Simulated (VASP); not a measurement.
Write the native input for VASP 6.6.1 that does the following.

```yaml
Task: relaxation of cell and atoms
Functional: PBE
Potentials_or_basis: VASP PAW PBE potentials, release 64 (Sc_sv, Tl_d, Pt, N)
Cutoff: 600 eV
k_mesh: 4 × 4 × 1
Occupations: gaussian, width 0.15 eV
Spin: no spin polarisation
Dipole_correction: no
Further_INCAR_settings: ALGO = Normal; EDIFF = 1e-06; IBRION = 2; EDIFFG = -0.08; NSW = 36; ISIF = 3
```

The structure of ScTl2PtN3 lies in POSCAR:

```
ScTl2PtN3
1.0
    3.3000000000      0.0000000000      0.0000000000
   -1.6500000000      2.8578838300      0.0000000000
    0.0000000000      0.0000000000     13.1500000000
Sc Tl Pt N
1 2 1 3
Direct
    0.0000000000      0.0000000000      0.4100000000
    0.3333333300      0.6666666700      0.8200000000
    0.6666666700      0.3333333300      0.1800000000
    0.3333333300      0.6666666700      0.5900000000
    0.3333333300      0.6666666700      0.3200000000
    0.6666666700      0.3333333300      0.5000000000
    0.0000000000      0.0000000000      0.6800000000
```

The input as run:

INCAR

```
PREC = Accurate
ENCUT = 600
EDIFF = 1E-6
ISMEAR = 0
SIGMA = 0.15
LREAL = F
LASPH = T
NELM = 80
ALGO = Normal
ISIF = 3
LWAVE = F
LCHARG = F
GGA = PE
IBRION = 2
NSW = 36
EDIFFG = -0.08
```

KPOINTS

```
regular mesh
0
Gamma
  4 4 1
```

Potentials or basis: VASP PAW PBE potentials, release 64 (Sc_sv, Tl_d, Pt, N).

Launch:

```bash
$ cat potpaw_PBE.64/Sc_sv/POTCAR potpaw_PBE.64/Tl_d/POTCAR potpaw_PBE.64/Pt/POTCAR potpaw_PBE.64/N/POTCAR > POTCAR
$ mpirun -np 1 vasp_std > vasp.out
```

Results of the run:

* Relaxed volume: 15.75 Å³/atom
* Relaxed cell: a = 3.305 Å, b = 3.305 Å, c = 11.656 Å, α = 90.00°, β = 90.00°, γ = 120.00°
* Space group after relaxing (to 0.05 Å): P3m1 (No. 156)
* Energy gained by relaxing: 90.3 meV/atom
* Ionic steps: 32
* Pressure after relaxing: 0.0 GPa
* Largest force after relaxing: 0.046 eV/Å
* Band gap on the k mesh: 0.52 eV, indirect (least direct gap 1.38 eV)

Caveat: the k points lie up to 0.55 Å⁻¹ apart in the final cell; spin-orbit coupling is left out, which moves the levels of the heavy elements; the relaxation stopped at a loose force limit of 0.08 eV/Å, so its end isn't a converged minimum.

Wall time 6.8 min on 1 thread of AMD EPYC 9R45 96-Core Processor (Zen 5), with other jobs on the host, peak memory 0.28 GiB.
